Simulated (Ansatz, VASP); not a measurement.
**Al3Ga2N5 in VASP and in Ansatz**

```
Al Ga N
1.0
    -1.46840    1.46840   10.39809
     1.46840   -1.46840   10.39809
     1.46840    1.46840  -10.39809
Al Ga N
3 2 5
Cartesian
  0.0000 0.0000 14.5750
  0.0000 0.0000 6.2211
  0.0000 0.0000 10.3981
  0.0000 0.0000 18.6947
  0.0000 0.0000 2.1015
  0.0000 0.0000 12.4942
  0.0000 0.0000 4.2023
  0.0000 0.0000 16.5938
  0.0000 0.0000 8.3019
  0.0000 0.0000 0.0000
```

Alike in both runs: functional PBE; k mesh 8 × 8 × 8; occupations gaussian, width 0.1 eV; no spin polarisation.

Ansatz relaxed the structure, and its values are those at the end. VASP's run is a single point on that final structure, the one shown.

|  | VASP | Ansatz |
| --- | --- | --- |
| version | VASP 6.6.1 | Ansatz 0.2.0 |
| potentials or method | VASP PAW PBE potentials, release 64 (Al, Ga_d, N), cutoff 520 eV | scalar-relativistic, plane waves, PAW |
| valence electrons in the cell | 60 | 60 |

```csv
,VASP,Ansatz,Ansatz less VASP
gap on the k mesh at the Fermi level (eV),1.87,1.88,+0.012
least direct gap on the mesh (eV),2.63,2.64,+0.009
pressure (GPa),0.3,0.0,-0.27
rms of the force components (eV/Å),0.007,0.001,-0.0067
```

With one functional, cell and mesh, what is left measures potentials, basis and numerics.
